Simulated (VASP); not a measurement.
# Au (Fm-3m) in VASP: further runs, part 2 of 2

VASP 6.6.1. The steps go on from the part before.

### Step 3. Single point, LDA

This run uses another cell than the first one, of 18.51 Å³/atom, 0.962 times its volume.

File INCAR:

```
ALGO = Normal ; EDIFF = 1E-6
ENCUT = 520 ; GGA = CA
ISIF = 2 ; ISMEAR = -1
LASPH = T ; LCHARG = F
LREAL = F ; LWAVE = F
NBANDS = 12 ; NELM = 80
PREC = Accurate ; SIGMA = 0.03
```

File KPOINTS:

```
k-points
0
Gamma
  22 22 22
```

File POSCAR:

```
Au
1.0
    0.0000000000      2.0994568819      2.0994568819
    2.0994568819      0.0000000000      2.0994568819
    2.0994568819      2.0994568819      0.0000000000
Au
1
Direct
    0.0000000000      0.0000000000      0.0000000000
```

Potentials or basis: VASP PAW LDA potentials, release 64 (Au).

The run is started by

```bash
> cat potpaw_LDA.64/Au/POTCAR > POTCAR
> mpirun -np 1 vasp_std > vasp.out
```

OUTCAR:

```text
EDIFF = 1E-6
   ENCUT = 520
   GGA = CA
   ISIF = 2
   ISMEAR = -1
   LASPH = T
   LREAL = F
   NELM = 80
   PREC = Accurate

 ion  position               nearest neighbor table
   1  0.000  0.000  0.000-

  LATTYP: Found a face centered cubic cell.
 ALAT       =     4.1989137638

  Lattice vectors:

 A1 = (   0.0000000000,   2.0994568819,   2.0994568819)
 A2 = (   2.0994568819,   0.0000000000,   2.0994568819)
 A3 = (   2.0994568819,   2.0994568819,   0.0000000000)

Analysis of symmetry for initial positions (statically):
=====================================================================
 Subroutine PRICEL returns:
 Original cell was already a primitive cell.

 Routine SETGRP: Setting up the symmetry group for a
 face centered cubic supercell.

 Subroutine GETGRP returns: Found 48 space group operations
 (whereof 48 operations were pure point group operations)
 out of a pool of 48 trial point group operations.

The static configuration has the point symmetry O_h .

Analysis of symmetry for dynamics (positions and initial velocities):
=====================================================================
 Subroutine PRICEL returns:
 Original cell was already a primitive cell.

 Routine SETGRP: Setting up the symmetry group for a
 face centered cubic supercell.

 Subroutine GETGRP returns: Found 48 space group operations
 (whereof 48 operations were pure point group operations)
 out of a pool of 48 trial point group operations.

The dynamic configuration has the point symmetry O_h .

 Subroutine INISYM returns: Found 48 space group operations
 (whereof 48 operations are pure point group operations),
 and found     1 'primitive' translations

----------------------------------------------------------------------------------------

                                     Primitive cell

  volume of cell :      18.5076

  direct lattice vectors                    reciprocal lattice vectors
     0.000000000  2.099456882  2.099456882    -0.238156832  0.238156832  0.238156832
     2.099456882  0.000000000  2.099456882     0.238156832 -0.238156832  0.238156832
     2.099456882  2.099456882  0.000000000     0.238156832  0.238156832 -0.238156832

  length of vectors
     2.969080396  2.969080396  2.969080396     0.412499733  0.412499733  0.412499733

  position of ions in fractional coordinates (direct lattice)
     0.000000000  0.000000000  0.000000000

  ion indices of the primitive-cell ions
   primitive index   ion index
                 1           1

----------------------------------------------------------------------------------------

 KPOINTS: k-points

Automatic generation of k-mesh.
 Grid dimensions read from file:
 generate k-points for:   22   22   22

 Generating k-lattice:

  Cartesian coordinates                     Fractional coordinates (reciprocal lattice)
    -0.010825311  0.010825311  0.010825311     0.045454545  0.000000000  0.000000000
     0.010825311 -0.010825311  0.010825311     0.000000000  0.045454545  0.000000000
     0.010825311  0.010825311 -0.010825311     0.000000000  0.000000000  0.045454545

  Length of vectors
     0.018749988  0.018749988  0.018749988

  Shift w.r.t. Gamma in fractional coordinates (k-lattice)
     0.000000000  0.000000000  0.000000000

 Subroutine IBZKPT returns following result:
 ===========================================

 Found    328 irreducible k-points:

 Following reciprocal coordinates:
            Coordinates               Weight
  0.000000  0.000000  0.000000      1.000000
  0.045455  0.000000  0.000000      8.000000
  0.090909  0.000000  0.000000      8.000000
  0.136364  0.000000  0.000000      8.000000
  0.181818  0.000000  0.000000      8.000000
  0.227273  0.000000  0.000000      8.000000
[... 16 lines left out ...]
  0.500000  0.045455  0.000000     24.000000
 -0.454545  0.045455  0.000000     24.000000
 [... further k-points ...]
   k-points           NKPTS =    328   k-points in BZ     NKDIM =    328   number of bands    NBANDS=     12
   number of dos      NEDOS =    301   number of ions     NIONS =      1
   total plane-waves  NPLWV =  13824
   dimension x,y,z NGX =    24 NGY =   24 NGZ =   24
   dimension x,y,z NGXF=    48 NGYF=   48 NGZF=   48
   ions per type =               1
   NGX,Y,Z   is equivalent  to a cutoff of  13.44, 13.44, 13.44 a.u.
   NGXF,Y,Z  is equivalent  to a cutoff of  26.88, 26.88, 26.88 a.u.
 SYSTEM =  unknown system
   PREC   = accura    normal or accurate (medium, high low for compatibility)
   ISTART =      0    job   : 0-new  1-cont  2-samecut
   ICHARG =      2    charge: 1-file 2-atom 10-const
   ISPIN  =      1    spin polarized calculation?
   LNONCOLLINEAR =      F non collinear calculations
   LSORBIT =      F    spin-orbit coupling
   LASPH  =      T    aspherical Exc in radial PAW
   ENCUT  =  520.0 eV  38.22 Ry    6.18 a.u.   5.52  5.52  5.52*2*pi/ulx,y,z
   NELM   =     80;   NELMIN=  2; NELMDL= -5     # of ELM steps
   EDIFF  = 0.1E-05   stopping-criterion for ELM
   LREAL  =      F    real-space projection
   EDIFFG = 0.1E-04   stopping-criterion for IOM
   NSW    =      0    number of steps for IOM
   IBRION =     -1    ionic relax: 0-MD 1-quasi-New 2-CG
   NFREE  =      0    steps in history (QN), initial steepest desc. (CG)
   ISIF   =      2    stress and relaxation
   ISYM   =      2    0-nonsym 1-usesym 2-fastsym
   POTIM  = 0.5000    time-step for ionic-motion
   TEBEG  =    0.0;   TEEND  =   0.0 temperature during run
   PSTRESS=    0.0 pullay stress
   NELECT =      11.0000    total number of electrons
   NUPDOWN=      -1.0000    fix difference up-down
   EMIN   =  10.00;   EMAX   =-10.00  energy-range for DOS
   EFERMI =   0.00;   METHOD = LEGACY
   ISMEAR =    -1;   SIGMA  =   0.03  broadening in eV -4-tet -1-fermi 0-gaus
   EFERMI_NEDOS =   21; number of points for ismear=-14 and -15
   IALGO  =     38    algorithm
   IMIX   =      4    mixing-type and parameters
     AMIX     =   0.40;   BMIX     =  1.00
     AMIX_MAG =   1.60;   BMIX_MAG =  1.00
  volume/ion in A,a.u.               =      18.51       124.90
  Fermi-wavevector in a.u.,A,eV,Ry     =   1.376434  2.601083 25.777202  1.894571
  Thomas-Fermi vector in A             =   2.501679
   LORBIT       =      0    0 simple, 1 ext, 2 COOP (PROOUT), +10 PAW based schemes
   GGA     = CA    functional components
   LHFCALC =     F    Hartree Fock is set to
   AEXX    =    0.0000 exact exchange contribution
   IVDW    =     0    specifies the selected vdW correction
   LEPSILON=     F    determine dielectric tensor
   LRPA    =     F    only Hartree local field effects (RPA)
 non-spin polarized calculation
  energy-cutoff  :      520.00
  volume of cell :       18.51
 maximum number of plane-waves:       531
 NGX is ok and might be reduce to    24
   NGX = 11   NGY = 11   NGZ = 11

 number of electron      10.9999999 magnetization

 Free energy of the ion-electron system (eV)
  ---------------------------------------------------
  ext. energy  EPLUGINS =         0.00000000
  ---------------------------------------------------
  free energy    TOTEN  =        -4.34662979 eV

  energy without entropy =       -4.34595172  energy(sigma->0) =       -4.34629075

 E-fermi :   7.9041     XC(G=0): -12.5102

 val. band max:        7.8658086888   @ k =   0.4545   0.3636   0.0000
 cond. band min:       7.9392741391   @ k =   0.5000   0.3636   0.1364
 fundamental gap:      0.0734654503
 Fermi energy:         7.9041062533

 k-point     1 :       0.0000    0.0000    0.0000
  band No.  band energies     occupation
      1      -1.1247      2.00000
      2       3.6624      2.00000
      3       3.6624      2.00000
      4       3.6624      2.00000
      5       4.9929      2.00000
      6       4.9929      2.00000
      7      22.5208      0.00000
      8      25.9934      0.00000
      9      25.9934      0.00000
     10      25.9934      0.00000
     11      30.7739      0.00000
     12      34.4978      0.00000

 k-point     2 :       0.0455    0.0000    0.0000
  band No.  band energies     occupation
      1      -1.0575      2.00000
      2       3.6420      2.00000
      3       3.6848      2.00000
      4       3.6848      2.00000
      5       4.9830      2.00000
      6       4.9830      2.00000
      7      22.5922      0.00000
      8      25.5002      0.00000
      9      26.0626      0.00000
     10      26.0626      0.00000
     11      31.1629      0.00000
     12      33.5232      0.00000
[... 316 lines left out ...]
 k-point    24 :      -0.4545    0.0455    0.0000
  band No.  band energies     occupation
      1       1.3660      2.00000
      2       3.6205      2.00000
      3       3.6793      2.00000
      4       5.7517      2.00000
      5       5.9804      2.00000
      6       7.4023      2.00000
      7      10.8887      0.00000
      8      22.0251      0.00000
      9      23.9423      0.00000
     10      24.4047      0.00000
     11      31.6308      0.00000
     12      31.6895      0.00000

 [... further k-points ...]
[... 5 lines left out ...]
  --------------------------------------------------------------------------------------
  -------------------------------------------------------------------------------------
  Total       -1.7507754     -1.7507754     -1.7507754      0.0000000      0.0000000     -0.0000000
  in kB     -151.5619316   -151.5619316   -151.5619316      0.0000000      0.0000000     -0.0000000
  external PRESSURE =    -151.5619316 kB  Pullay stress =       0.0000000 kB

 VOLUME and BASIS-vectors are now :
 -----------------------------------------------------------------------------
  energy-cutoff  :      520.00
  volume of cell :       18.51
      direct lattice vectors                 reciprocal lattice vectors
     0.000000000  2.099456882  2.099456882    -0.238156832  0.238156832  0.238156832
     2.099456882  0.000000000  2.099456882     0.238156832 -0.238156832  0.238156832
     2.099456882  2.099456882  0.000000000     0.238156832  0.238156832 -0.238156832

 POSITION                                       TOTAL-FORCE (eV/Angst)
 -----------------------------------------------------------------------------------
      0.00000      0.00000      0.00000         0.000000     -0.000000      0.000000
 -----------------------------------------------------------------------------------
    total drift:                               -0.000000      0.000000     -0.000000

  FREE ENERGIE OF THE ION-ELECTRON SYSTEM (eV)
  ---------------------------------------------------
  free  energy   TOTEN  =        -4.3466297850 eV

  energy  without entropy=       -4.3459517180  energy(sigma->0) =       -4.34629075
```

Run time: 16 s. Hardware: 1 thread of Intel Xeon 6975P-C (Granite Rapids), shared host; peak memory 0.18 GiB.

What came out:

* Free energy: -4.3466 eV
* Pressure: -15.2 GPa

Levels at points of the mesh, in eV from the Fermi level:
| k point | band 3 | band 4 | band 5 | band 6 | band 7 | band 8 | band 9 | band 10 |
| --- | --- | --- | --- | --- | --- | --- | --- | --- |
| (0.00, 0.00, 0.00) | -4.24 | -4.24 | -2.91 | -2.91 | 14.62 | 18.09 | 18.09 | 18.09 |
| (0.50, 0.00, 0.00) | -4.26 | -1.87 | -1.87 | -0.59 | 2.67 | 14.05 | 16.43 | 16.43 |
| (0.50, 0.50, 0.00) | -1.90 | -1.59 | -1.59 | 1.23 | 5.14 | 9.72 | 9.72 | 16.41 |

Caveat: spin-orbit coupling is left out, which moves the levels of the heavy elements.

### Step 4. Single point, LDA (volume scaled by 0.9405)

File INCAR:

```
SYSTEM = Au
PREC = Accurate ; ENCUT = 520
EDIFF = 1E-6 ; ISMEAR = -1
SIGMA = 0.03 ; LREAL = .False.
LASPH = .True. ; NELM = 80
ALGO = Normal ; ISIF = 2
LWAVE = .False. ; LCHARG = .False.
GGA = CA ; NBANDS = 12
```

File KPOINTS:

```
regular mesh
0
Gamma
  15 15 15
  0 0 0
```

File POSCAR:

```
Au
1.0
    0.0000000000      2.0434303323      2.0434303323
    2.0434303323      0.0000000000      2.0434303323
    2.0434303323      2.0434303323      0.0000000000
Au
1
Direct
    0.0000000000      0.0000000000      0.0000000000
```

The run is started by

```bash
> cat potpaw_LDA.64/Au/POTCAR > POTCAR
> mpirun -np 1 vasp_std > vasp.out
```

It took 5.9 s on 1 thread of Intel Xeon 6975P-C (Granite Rapids), shared host; peak memory 0.14 GiB.

It converged, with:

```yaml
Free_energy: -4.4388 eV
Pressure: -4.8 GPa
```

Levels at points of the mesh, in eV from the Fermi level:
```csv
k point,band 2,band 3,band 4,band 5,band 6,band 7,band 8,band 9,band 10,band 11
"(0.00, 0.00, 0.00)",-4.87,-4.87,-4.87,-3.34,-3.34,14.32,18.27,18.27,18.27,23.29
```

Caveat: the cell differs from its parent crystal (volume scaled by 0.9405); spin-orbit coupling is left out, which moves the levels of the heavy elements.

### Step 5. Single point, LDA (volume scaled by 0.98)

File INCAR:

```
  PREC = Accurate
  ENCUT = 520
  EDIFF = 1E-7
  ISMEAR = -1
  SIGMA = 0.03
  LREAL = F
  LASPH = T
  NELM = 80
  ALGO = Normal
  ISIF = 2
  LWAVE = F
  LCHARG = T
  GGA = CA
  LELF = T
  LVHAR = T
  NBANDS = 12
```

File KPOINTS:

```
Automatic mesh
0
Gamma
  15 15 15
```

File POSCAR:

```
Au
1.0
    0.0000000000      2.0716462314      2.0716462314
    2.0716462314      0.0000000000      2.0716462314
    2.0716462314      2.0716462314      0.0000000000
Au
1
Direct
    0.0000000000      0.0000000000      0.0000000000
```

The run is started by

```bash
> cat potpaw_LDA.64/Au/POTCAR > POTCAR
> mpirun -np 1 vasp_std > vasp.out
```

Wall time 6.7 s (1 thread of Intel Xeon 6975P-C (Granite Rapids), shared host); peak memory 0.14 GiB.

The run converged. Its results:

* Free energy: -4.4036 eV
* Pressure: -10.8 GPa

Levels at points of the mesh, in eV from the Fermi level:
| k point | band 2 | band 3 | band 4 | band 5 | band 6 | band 7 | band 8 | band 9 | band 10 | band 11 |
| --- | --- | --- | --- | --- | --- | --- | --- | --- | --- | --- |
| (0.00, 0.00, 0.00) | -4.64 | -4.64 | -4.64 | -3.21 | -3.21 | 14.39 | 18.10 | 18.10 | 18.10 | 23.00 |

Caveat: the cell differs from its parent crystal (volume scaled by 0.98); spin-orbit coupling is left out, which moves the levels of the heavy elements.

### Step 6. The runs side by side

| level | U | cell | k mesh | gap on the mesh (eV) | pressure (GPa) |
| --- | --- | --- | --- | --- | --- |
| LDA+U | Au d U = 2.0 eV | a = 3.007 Å, angles 60.0°, 1 atom | 15 × 15 × 15 | none | -18.4 |
| LDA | - | a = 2.969 Å, angles 60.0°, 1 atom | 22 × 22 × 22 | none | -15.2 |
| LDA | - | a = 2.890 Å, angles 60.0°, 1 atom | 15 × 15 × 15 | none | -4.8 |
| LDA | - | a = 2.930 Å, angles 60.0°, 1 atom | 15 × 15 × 15 | none | -10.8 |

Alike in all rows: task single point; potentials or basis VASP PAW LDA potentials, release 64 (Au); no spin polarisation; cutoff (eV) 520; smearing fermi-dirac 0.03 eV.

Caveats: spin-orbit coupling is left out, which moves the levels of the heavy elements; U without spin polarisation on a metal has little footing (some runs); the U is typed as a test and isn't derived for this compound (some runs).

Absolute energies hang on the potentials; compare differences alone.
